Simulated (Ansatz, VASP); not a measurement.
## Two plane-wave programs on Mo

INCAR

```
PREC     = Accurate       # precision mode
ENCUT    = 600            # plane-wave cutoff, eV
EDIFF    = 1E-6           # SCF threshold, eV
ISMEAR   = -1             # smearing method
SIGMA    = 0.05           # smearing width, eV
LREAL    = F              # projectors in reciprocal space
LASPH    = T              # aspherical terms in the spheres
NELM     = 100            # most SCF steps
ALGO     = Normal         # electronic algorithm
ISIF     = 3              # what is computed and relaxed
LWAVE    = F              # write WAVECAR
LCHARG   = F              # write CHGCAR
GGA      = PE             # functional
IVDW     = 12             # dispersion correction
IBRION   = 2              # ionic algorithm
NSW      = 60             # ionic steps
EDIFFG   = -0.01          # ionic threshold
```

KPOINTS

```
Automatic mesh
0
Gamma
  12 12 12
```

The input POSCAR:

```
Mo
1.0
   -1.5838089719      1.5838089719      1.5838089719
    1.5838089719     -1.5838089719      1.5838089719
    1.5838089719      1.5838089719     -1.5838089719
Mo
1
Direct
    0.0000000000      0.0000000000      0.0000000000
```

File input.yaml:

```yaml
crystal:
  lattice:
    - [-1.5838089719, 1.5838089719, 1.5838089719]
    - [1.5838089719, -1.5838089719, 1.5838089719]
    - [1.5838089719, 1.5838089719, -1.5838089719]
  atoms:
    - { symbol: Mo, position: [0.0, 0.0, 0.0] }
hamiltonian:
  xc: pbe
  pseudopotentials: { kind: paw }
  dispersion: d3bj
kpoints:
  mp_grid: { grid: [12, 12, 12] }
scf:
  occupations: { method: fermi_dirac, width: 0.05 }
output:
  forces: true
  stress: true
  eigenvalues: true
relax:
  f_tol: 0.01
  max_steps: 40
  cell: { stress_tol: 0.05 }
```

Alike in both runs: task relaxation of cell and atoms; functional PBE; dispersion D3(BJ); k mesh 12 × 12 × 12; occupations fermi-dirac, width 0.05 eV; no spin polarisation.

|  | VASP | Ansatz |
| --- | --- | --- |
| version | VASP 6.6.1 | Ansatz 0.2.0 |
| potentials or method | VASP PAW PBE potentials, release 64 (Mo_sv) | Ansatz PAW |
| plane-wave cutoff (eV) | 600 | 420 |
| valence electrons in the cell | 14 | 14 |

|  | VASP | Ansatz | Ansatz less VASP |
| --- | --- | --- | --- |
| gap on the k mesh at the Fermi level, each at its own relaxed structure (eV) | none | none | - |
| relaxed volume (Å³/atom) | 15.36 | 15.33 | -0.028 |
| relaxed cell length with the largest relative difference (Å) | 2.712 | 2.711 | -0.0016 |

A gap of «none» marks a metal or a gap that the smearing closes.

Noted on Ansatz's run: the plane-wave basis is chosen anew once the cell has moved, so the energies of steps on either side of that aren't comparable.
